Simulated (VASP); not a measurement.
# HfN (P6_3/mmc) in VASP: further runs

HfN is run at these levels: LDA; tasks: single point.

Everything below comes from runs of VASP 6.6.1. Logs are shortened: lines on timing, memory, paths and dates and some standing lists are left out, and cuts for length are marked.

## Step 1: The cell of the first run

The structure is hexagonal, space group P6_3/mmc (No. 194). The conventional cell has a = 3.070 Å, b = 3.070 Å, c = 5.306 Å, α = 90.00°, β = 90.00°, γ = 120.00°. Hf (site symmetry -6m2) has 6 N at 2.21 Å within 2.9 Å. N (site symmetry -3m) has 6 Hf at 2.21 Å and 2 N at 2.65 Å within 2.9 Å.

## Step 2: Single point, LDA

Input file INCAR:

```
SYSTEM = HfN
ALGO     = Normal         ! electronic algorithm
EDIFF    = 1E-7           ! SCF threshold, eV
ENCUT    = 520            ! plane-wave cutoff, eV
GGA      = CA             ! functional
ISIF     = 2              ! what is computed and relaxed
ISMEAR   = -1             ! smearing method
LASPH    = .TRUE.         ! aspherical terms in the spheres
LCHARG   = .TRUE.         ! write CHGCAR
LELF     = .TRUE.         ! ELF
LREAL    = .FALSE.        ! projectors in reciprocal space
LVHAR    = .TRUE.       
LWAVE    = .FALSE.        ! write WAVECAR
NBANDS   = 23             ! bands
NELM     = 100            ! most SCF steps
PREC     = Accurate       ! precision mode
SIGMA    = 0.05           ! smearing width, eV
```

Input file KPOINTS:

```
k-points
0
G
  10 10 5
  0 0 0
```

Input file POSCAR:

```
HfN
1.0
    3.0699327642      0.0000000000      0.0000000000
   -1.5349663822      2.6586397618      0.0000000000
    0.0000000000      0.0000000000      5.3061904127
Hf N
2 2
Direct
    0.3333333333      0.6666666667      0.2500000000
    0.6666666667      0.3333333333      0.7500000000
    0.0000000000      0.0000000000      0.5000000000
    0.0000000000      0.0000000000      0.0000000000
```

Potentials or basis: VASP PAW LDA potentials, release 64 (Hf_pv, N).

The run is started by

```bash
$ cat potpaw_LDA.64/Hf_pv/POTCAR potpaw_LDA.64/N/POTCAR > POTCAR
$ mpirun -np 1 vasp_std > vasp.out
```

OUTCAR:

```text
SYSTEM = HfN
   EDIFF = 1E-7
   ENCUT = 520
   GGA = CA
   ISIF = 2
   ISMEAR = -1
   LASPH = .TRUE.
   LREAL = .FALSE.
   NELM = 100
   PREC = Accurate

 ion  position               nearest neighbor table
   1  0.333  0.667  0.250-   3 2.21   4 2.21   3 2.21   4 2.21   3 2.21   4 2.21   2 3.19   2 3.19
                             2 3.19   2 3.19   2 3.19   2 3.19
   2  0.667  0.333  0.750-   3 2.21   4 2.21   3 2.21   4 2.21   3 2.21   4 2.21   1 3.19   1 3.19
                             1 3.19   1 3.19   1 3.19   1 3.19
   3  0.000  0.000  0.500-   1 2.21   2 2.21   2 2.21   1 2.21   2 2.21   1 2.21
   4  0.000  0.000  0.000-   1 2.21   2 2.21   2 2.21   1 2.21   2 2.21   1 2.21

  LATTYP: Found a hexagonal cell.
 ALAT       =     3.0699327642
 C/A-ratio  =     1.7284386403

  Lattice vectors:

 A1 = (   3.0699327642,   0.0000000000,   0.0000000000)
 A2 = (  -1.5349663822,   2.6586397618,   0.0000000000)
 A3 = (   0.0000000000,   0.0000000000,   5.3061904127)

Analysis of symmetry for initial positions (statically):
=====================================================================
 Subroutine PRICEL returns:
 Original cell was already a primitive cell.

 Routine SETGRP: Setting up the symmetry group for a
 hexagonal supercell.

 Subroutine GETGRP returns: Found 24 space group operations
 (whereof 12 operations were pure point group operations)
 out of a pool of 24 trial point group operations.

The static configuration has the point symmetry D_3d.
 The point group associated with its full space group is D_6h.

Analysis of symmetry for dynamics (positions and initial velocities):
=====================================================================
 Subroutine PRICEL returns:
 Original cell was already a primitive cell.

 Routine SETGRP: Setting up the symmetry group for a
 hexagonal supercell.

 Subroutine GETGRP returns: Found 24 space group operations
 (whereof 12 operations were pure point group operations)
 out of a pool of 24 trial point group operations.

The dynamic configuration has the point symmetry D_3d.
 The point group associated with its full space group is D_6h.

 Subroutine INISYM returns: Found 24 space group operations
 (whereof 12 operations are pure point group operations),
 and found     1 'primitive' translations

----------------------------------------------------------------------------------------

                                     Primitive cell

  volume of cell :      43.3083

  direct lattice vectors                    reciprocal lattice vectors
     3.069932764  0.000000000  0.000000000     0.325740033  0.188066096  0.000000000
    -1.534966382  2.658639762  0.000000000     0.000000000  0.376132191  0.000000000
     0.000000000  0.000000000  5.306190413     0.000000000  0.000000000  0.188459125

  length of vectors
     3.069932764  3.069932764  5.306190413     0.376132192  0.376132191  0.188459125

  position of ions in fractional coordinates (direct lattice)
     0.333333333  0.666666667  0.250000000
     0.666666667  0.333333333  0.750000000
     0.000000000  0.000000000  0.500000000
     0.000000000  0.000000000  0.000000000

  ion indices of the primitive-cell ions
   primitive index   ion index
                 1           1
                 2           2
                 3           3
                 4           4

----------------------------------------------------------------------------------------

 KPOINTS: k-points

Automatic generation of k-mesh.
 Grid dimensions read from file:
 generate k-points for:   10   10    5

 Generating k-lattice:

  Cartesian coordinates                     Fractional coordinates (reciprocal lattice)
     0.032574003  0.018806610  0.000000000     0.100000000 -0.000000000  0.000000000
     0.000000000  0.037613219  0.000000000     0.000000000  0.100000000  0.000000000
     0.000000000  0.000000000  0.037691825     0.000000000  0.000000000  0.200000000

  Length of vectors
     0.037613219  0.037613219  0.037691825

  Shift w.r.t. Gamma in fractional coordinates (k-lattice)
     0.000000000  0.000000000  0.000000000

 Subroutine IBZKPT returns following result:
 ===========================================

 Found     42 irreducible k-points:

 Following reciprocal coordinates:
            Coordinates               Weight
  0.000000  0.000000  0.000000      1.000000
  0.100000  0.000000  0.000000      6.000000
  0.200000  0.000000  0.000000      6.000000
  0.300000 -0.000000  0.000000      6.000000
  0.400000 -0.000000  0.000000      6.000000
  0.500000  0.000000  0.000000      3.000000
[... 16 lines left out ...]
  0.300000  0.100000  0.200000     24.000000
  0.400000  0.100000  0.200000     24.000000
 [... further k-points ...]
   k-points           NKPTS =     42   k-points in BZ     NKDIM =     42   number of bands    NBANDS=     23
   number of dos      NEDOS =    301   number of ions     NIONS =      4
   total plane-waves  NPLWV =  23040
   dimension x,y,z NGX =    24 NGY =   24 NGZ =   40
   dimension x,y,z NGXF=    48 NGYF=   48 NGZF=   80
   ions per type =               2   2
   NGX,Y,Z   is equivalent  to a cutoff of  13.00, 13.00, 12.53 a.u.
   NGXF,Y,Z  is equivalent  to a cutoff of  25.99, 25.99, 25.06 a.u.
 SYSTEM =  HfN
   PREC   = accura    normal or accurate (medium, high low for compatibility)
   ISTART =      0    job   : 0-new  1-cont  2-samecut
   ICHARG =      2    charge: 1-file 2-atom 10-const
   ISPIN  =      1    spin polarized calculation?
   LNONCOLLINEAR =      F non collinear calculations
   LSORBIT =      F    spin-orbit coupling
   LASPH  =      T    aspherical Exc in radial PAW
   ENCUT  =  520.0 eV  38.22 Ry    6.18 a.u.   5.71  5.71  9.87*2*pi/ulx,y,z
   NELM   =    100;   NELMIN=  2; NELMDL= -5     # of ELM steps
   EDIFF  = 0.1E-06   stopping-criterion for ELM
   LREAL  =      F    real-space projection
   EDIFFG = 0.1E-05   stopping-criterion for IOM
   NSW    =      0    number of steps for IOM
   IBRION =     -1    ionic relax: 0-MD 1-quasi-New 2-CG
   NFREE  =      0    steps in history (QN), initial steepest desc. (CG)
   ISIF   =      2    stress and relaxation
   ISYM   =      2    0-nonsym 1-usesym 2-fastsym
   POTIM  = 0.5000    time-step for ionic-motion
   TEBEG  =    0.0;   TEEND  =   0.0 temperature during run
   PSTRESS=    0.0 pullay stress
   NELECT =      30.0000    total number of electrons
   NUPDOWN=      -1.0000    fix difference up-down
   EMIN   =  10.00;   EMAX   =-10.00  energy-range for DOS
   EFERMI =   0.00;   METHOD = LEGACY
   ISMEAR =    -1;   SIGMA  =   0.05  broadening in eV -4-tet -1-fermi 0-gaus
   EFERMI_NEDOS =   21; number of points for ismear=-14 and -15
   IALGO  =     38    algorithm
   IMIX   =      4    mixing-type and parameters
     AMIX     =   0.40;   BMIX     =  1.00
     AMIX_MAG =   1.60;   BMIX_MAG =  1.00
  volume/ion in A,a.u.               =      10.83        73.06
  Fermi-wavevector in a.u.,A,eV,Ry     =   1.448521  2.737308 28.547930  2.098214
  Thomas-Fermi vector in A             =   2.566353
   LORBIT       =      0    0 simple, 1 ext, 2 COOP (PROOUT), +10 PAW based schemes
   GGA     = CA    functional components
   LHFCALC =     F    Hartree Fock is set to
   AEXX    =    0.0000 exact exchange contribution
   IVDW    =     0    specifies the selected vdW correction
   LEPSILON=     F    determine dielectric tensor
   LRPA    =     F    only Hartree local field effects (RPA)
 non-spin polarized calculation
  energy-cutoff  :      520.00
  volume of cell :       43.31
 maximum number of plane-waves:      1184
 NGX is ok and might be reduce to    24
   NGX = 11   NGY = 11   NGZ = 19

 number of electron      29.9999999 magnetization

 Free energy of the ion-electron system (eV)
  ---------------------------------------------------
  ext. energy  EPLUGINS =         0.00000000
  ---------------------------------------------------
  free energy    TOTEN  =       -47.57327750 eV

  energy without entropy =      -47.56268658  energy(sigma->0) =      -47.56798204

 E-fermi :   8.4109     XC(G=0): -13.3108

 val. band max:        8.3981035510   @ k =   0.1000   0.1000   0.0000
 cond. band min:       8.4290488580   @ k =   0.3000   0.3000   0.4000
 fundamental gap:      0.0309453070
 Fermi energy:         8.4109004675

 k-point     1 :       0.0000    0.0000    0.0000
  band No.  band energies     occupation
      1     -23.1834      2.00000
      2     -22.0708      2.00000
      3     -21.9660      2.00000
      4     -21.9660      2.00000
      5     -21.8913      2.00000
      6     -21.8913      2.00000
[... 15 lines left out ...]
     22      14.3907      0.00000
     23      14.3907      0.00000

 k-point     2 :       0.1000    0.0000    0.0000
  band No.  band energies     occupation
      1     -23.1379      2.00000
      2     -22.0783      2.00000
      3     -22.0747      2.00000
      4     -22.0009      2.00000
      5     -21.9977      2.00000
      6     -21.9007      2.00000
[... 15 lines left out ...]
     22      14.0192      0.00000
     23      14.3468      0.00000

 k-point     3 :       0.2000    0.0000    0.0000
  band No.  band energies     occupation
      1     -23.0117      2.00000
      2     -22.3758      2.00000
      3     -22.2504      2.00000
      4     -22.0906      2.00000
      5     -22.0816      2.00000
      6     -21.9348      2.00000
[... 15 lines left out ...]
     22      13.6989      0.00000
     23      13.7037      0.00000
[... 495 lines left out ...]
 k-point    23 :       0.3000    0.1000    0.2000
  band No.  band energies     occupation
      1     -22.9096      2.00000
      2     -22.7687      2.00000
      3     -22.5587      2.00000
      4     -22.2508      2.00000
      5     -22.1697      2.00000
      6     -22.0790      2.00000
[... 15 lines left out ...]
     22      14.7550      0.00000
     23      14.9124      0.00000

 k-point    24 :       0.4000    0.1000    0.2000
  band No.  band energies     occupation
      1     -23.0614      2.00000
      2     -22.8622      2.00000
      3     -22.5026      2.00000
      4     -22.2933      2.00000
      5     -22.2318      2.00000
      6     -22.1150      2.00000
[... 15 lines left out ...]
     22      14.8508      0.00000
     23      16.0929      0.00000

 [... further k-points ...]

------------------------ aborting loop because EDIFF is reached ----------------------------------------

  FORCE on cell =-STRESS in cart. coord.  units (eV):
  Direction    XX          YY          ZZ          XY          YZ          ZX
  --------------------------------------------------------------------------------------
  -------------------------------------------------------------------------------------
  Total        2.2627780      2.2627780      2.1374002     -0.0000000      0.0000000      0.0000000
  in kB       83.7107694     83.7107694     79.0724585     -0.0000000      0.0000000      0.0000000
  external PRESSURE =      82.1646658 kB  Pullay stress =       0.0000000 kB

 VOLUME and BASIS-vectors are now :
 -----------------------------------------------------------------------------
  energy-cutoff  :      520.00
  volume of cell :       43.31
      direct lattice vectors                 reciprocal lattice vectors
     3.069932764  0.000000000  0.000000000     0.325740033  0.188066096  0.000000000
    -1.534966382  2.658639762  0.000000000     0.000000000  0.376132191  0.000000000
     0.000000000  0.000000000  5.306190413     0.000000000  0.000000000  0.188459125

 POSITION                                       TOTAL-FORCE (eV/Angst)
 -----------------------------------------------------------------------------------
     -0.00000      1.77243      1.32655         0.000000     -0.000000      0.000000
      1.53497      0.88621      3.97964         0.000000      0.000000      0.000000
      0.00000      0.00000      2.65310        -0.000000      0.000000      0.000000
      0.00000      0.00000      0.00000         0.000000      0.000000      0.000000
 -----------------------------------------------------------------------------------
    total drift:                               -0.000000      0.000000     -0.000000

  FREE ENERGIE OF THE ION-ELECTRON SYSTEM (eV)
  ---------------------------------------------------
  free  energy   TOTEN  =       -47.5732775014 eV

  energy  without entropy=      -47.5626865812  energy(sigma->0) =      -47.56798204
```

Run time: 56 s. Hardware: 1 thread of AMD EPYC 7R43 (Zen 3), shared host; peak memory 0.13 GiB.

Results:

| Property | Result |
| --- | --- |
| Free energy | -47.5733 eV |
| Pressure | 8.2 GPa |
| Band gap on the k mesh | zero (bands 15 and 16 overlap by 1.89 eV) |

Stress tensor (GPa, compression positive):
```
8.37 0.00 0.00
0.00 8.37 0.00
0.00 0.00 7.91
```

Caveat: the cell stands under pressure; spin-orbit coupling is left out, which moves the levels of the heavy elements.

## Step 3: Single point, LDA

This run uses another cell than the first one, of 11.06 Å³/atom.

Input file INCAR:

```
SYSTEM = HfN
PREC = Accurate ; ENCUT = 520
EDIFF = 1E-6 ; ISMEAR = -1
SIGMA = 0.05 ; LREAL = .FALSE.
LASPH = .TRUE. ; NELM = 60
ALGO = Normal ; ISIF = 2
LWAVE = .FALSE. ; LCHARG = .TRUE.
LELF = .TRUE. ; LVHAR = .TRUE.
NBANDS = 23
```

Input file KPOINTS:

```
Automatic mesh
0
G
  10 10 5
  0 0 0
```

Input file POSCAR:

```
HfN
1.0
    3.0915527214      0.0000000000      0.0000000000
   -1.5457763607      2.6773631939      0.0000000000
    0.0000000000      0.0000000000      5.3435591820
Hf N
2 2
Direct
    0.3333333333      0.6666666667      0.2500000000
    0.6666666667      0.3333333333      0.7500000000
    0.0000000000      0.0000000000      0.5000000000
    0.0000000000      0.0000000000      0.0000000000
```

Potentials or basis: VASP PAW LDA potentials, release 64 (Hf_pv, N).

The run is started by

```bash
$ cat potpaw_LDA.64/Hf_pv/POTCAR potpaw_LDA.64/N/POTCAR > POTCAR
$ mpirun -np 1 vasp_std > vasp.out
```

OUTCAR:

```text
SYSTEM = HfN
   PREC = Accurate
   ENCUT = 520
   EDIFF = 1E-6
   ISMEAR = -1
   LREAL = .FALSE.
   LASPH = .TRUE.
   NELM = 60
   ISIF = 2

 ion  position               nearest neighbor table
   1  0.333  0.667  0.250-   3 2.23   4 2.23   3 2.23   4 2.23   3 2.23   4 2.23   2 3.21   2 3.21
                             2 3.21   2 3.21   2 3.21   2 3.21
   2  0.667  0.333  0.750-   3 2.23   4 2.23   3 2.23   4 2.23   3 2.23   4 2.23   1 3.21   1 3.21
                             1 3.21   1 3.21   1 3.21   1 3.21
   3  0.000  0.000  0.500-   1 2.23   2 2.23   2 2.23   1 2.23   2 2.23   1 2.23
   4  0.000  0.000  0.000-   1 2.23   2 2.23   2 2.23   1 2.23   2 2.23   1 2.23

  LATTYP: Found a hexagonal cell.
 ALAT       =     3.0915527214
 C/A-ratio  =     1.7284386402

  Lattice vectors:

 A1 = (   3.0915527214,   0.0000000000,   0.0000000000)
 A2 = (  -1.5457763607,   2.6773631939,   0.0000000000)
 A3 = (   0.0000000000,   0.0000000000,   5.3435591820)

Analysis of symmetry for initial positions (statically):
=====================================================================
 Subroutine PRICEL returns:
 Original cell was already a primitive cell.

[... 178 lines left out ...]
 cond. band min:       8.2296005448   @ k =   0.3000   0.3000   0.4000
 fundamental gap:      0.0247227534
 Fermi energy:         8.2101452104

 k-point     1 :       0.0000    0.0000    0.0000
  band No.  band energies     occupation
      1     -23.3791      2.00000
      2     -22.3508      2.00000
      3     -22.2465      2.00000
      4     -22.2465      2.00000
      5     -22.1762      2.00000
      6     -22.1762      2.00000
[... 613 lines left out ...]
     22      14.4789      0.00000
     23      15.6866      0.00000

 [... further k-points ...]

------------------------ aborting loop because EDIFF is reached ----------------------------------------

  FORCE on cell =-STRESS in cart. coord.  units (eV):
  Direction    XX          YY          ZZ          XY          YZ          ZX
  --------------------------------------------------------------------------------------
  -------------------------------------------------------------------------------------
  Total        0.4504012      0.4504012      0.2935008     -0.0000000      0.0000000     -0.0000000
  in kB       16.3153171     16.3153171     10.6317617     -0.0000000      0.0000000     -0.0000000
  external PRESSURE =      14.4207986 kB  Pullay stress =       0.0000000 kB

 VOLUME and BASIS-vectors are now :
 -----------------------------------------------------------------------------
  energy-cutoff  :      520.00
  volume of cell :       44.23
      direct lattice vectors                 reciprocal lattice vectors
     3.091552721  0.000000000  0.000000000     0.323462056  0.186750905  0.000000000
    -1.545776361  2.677363194  0.000000000     0.000000000  0.373501810  0.000000000
     0.000000000  0.000000000  5.343559182     0.000000000  0.000000000  0.187141185

 POSITION                                       TOTAL-FORCE (eV/Angst)
 -----------------------------------------------------------------------------------
     -0.00000      1.78491      1.33589         0.000000     -0.000000      0.000000
      1.54578      0.89245      4.00767        -0.000000      0.000000      0.000000
      0.00000      0.00000      2.67178        -0.000000      0.000000      0.000000
      0.00000      0.00000      0.00000         0.000000      0.000000      0.000000
 -----------------------------------------------------------------------------------
    total drift:                               -0.000000      0.000000     -0.000000

  FREE ENERGIE OF THE ION-ELECTRON SYSTEM (eV)
  ---------------------------------------------------
  free  energy   TOTEN  =       -47.6013079546 eV

  energy  without entropy=      -47.5902241102  energy(sigma->0) =      -47.59576603
```

It took 61 s on 1 thread of AMD EPYC 7R43 (Zen 3), shared host; peak memory 0.13 GiB.

Results:

```
Free energy            : -47.6013 eV
Pressure               : 1.4 GPa
Band gap on the k mesh : zero (bands 15 and 16 overlap by 1.82 eV)
```

Caveat: spin-orbit coupling is left out, which moves the levels of the heavy elements.
